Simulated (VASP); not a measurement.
# Mg9O8 (a cell with a defect): single point with PBE+D3(BJ)

Mg9O8 (a cell with a defect):

```
CELL_PARAMETERS angstrom
0.00000 4.22500 4.22500
4.22500 0.00000 4.22500
4.22500 4.22500 0.00000
ATOMIC_POSITIONS crystal
Mg 0.00583 0.99808 0.99796
Mg 0.01762 0.94438 0.51687
Mg 0.02586 0.52530 0.92374
Mg 0.01743 0.52111 0.51669
Mg 0.50255 0.99621 0.00208
Mg 0.49804 0.99790 0.50607
Mg 0.50261 0.49909 0.00212
Mg 0.42627 0.52476 0.52435
Mg 0.86305 0.38799 0.36017
O 0.24988 0.24622 0.25767
O 0.25772 0.22707 0.75717
O 0.25598 0.75725 0.22936
O 0.25783 0.75795 0.75727
O 0.75156 0.22682 0.25267
O 0.75777 0.24716 0.74787
O 0.75175 0.76836 0.25279
O 0.73000 0.75727 0.75531
```

| Property | Result |
| --- | --- |
| Program | VASP 6.6.1 |
| Task | single point |
| Functional | PBE |
| Dispersion | D3(BJ) |
| Potentials or basis | VASP PAW PBE potentials, release 64 (Mg, O) |
| Cutoff | 520 eV |
| k mesh | 2 × 2 × 2 |
| Occupations | gaussian, width 0.02 eV |
| Spin | no spin polarisation |
| Dipole correction | no |
| Further INCAR settings | LREAL = Auto; ALGO = Normal; EDIFF = 1e-06; NBANDS = 47 |

```
Pressure                   : 34.1 GPa
Largest force              : 0.040 eV/Å
Band gap on the k mesh     : zero (bands 33 and 34 overlap by 0.48 eV)
Dispersion energy per atom : -0.330 eV
```

Forces in eV/Å, atoms in the order of the input:
```
Mg   0.000  0.015  0.001
Mg   0.000 -0.007 -0.003
Mg  -0.004  0.002 -0.002
Mg   0.000  0.000 -0.002
Mg  -0.009 -0.006 -0.007
Mg   0.001  0.016  0.001
Mg   0.005 -0.004  0.007
Mg  -0.004  0.009 -0.001
Mg   0.009 -0.009  0.005
O   -0.015  0.023  0.012
O   -0.005 -0.010 -0.006
O    0.008 -0.004 -0.003
O    0.007 -0.012  0.006
O   -0.026 -0.016 -0.025
O    0.012  0.024 -0.015
O    0.024 -0.016  0.023
O   -0.004 -0.005  0.008
```

Stress tensor (GPa, compression positive):
```
34.93  0.06 -0.53
 0.06 32.33 -0.10
-0.53 -0.10 34.94
```

Levels at points of the mesh, in eV from the Fermi level:
```csv
k point,band 30,band 31,band 32,band 33,band 34,band 35,band 36,band 37
"(0.00, 0.00, 0.00)",-6.72,-6.70,-6.65,-2.41,-0.05,0.67,0.81,0.91
"(0.50, 0.00, 0.00)",-6.99,-6.95,-6.93,-0.34,-0.18,1.27,1.67,2.20
"(0.00, 0.50, 0.00)",-7.03,-6.88,-6.87,-0.38,0.05,1.20,1.60,2.16
"(0.00, 0.00, 0.50)",-6.99,-6.96,-6.94,-0.32,-0.19,1.29,1.67,2.17
"(0.50, 0.50, 0.50)",-7.03,-6.88,-6.87,-0.38,0.05,1.19,1.60,2.16
"(0.50, 0.50, 0.00)",-7.26,-7.17,-7.06,0.29,0.49,1.50,1.98,2.21
"(0.00, 0.50, 0.50)",-7.26,-7.17,-7.06,0.29,0.49,1.50,1.98,2.21
"(0.50, 0.00, 0.50)",-7.26,-7.17,-7.09,0.17,0.70,1.48,1.68,2.37
```

Wall time 2.1 min on 1 thread of Intel(R) Xeon(R) Platinum 8488C (Sapphire Rapids), on a shared host, peak memory 0.33 GiB.

Caveat: the k points lie up to 0.64 Å⁻¹ apart.
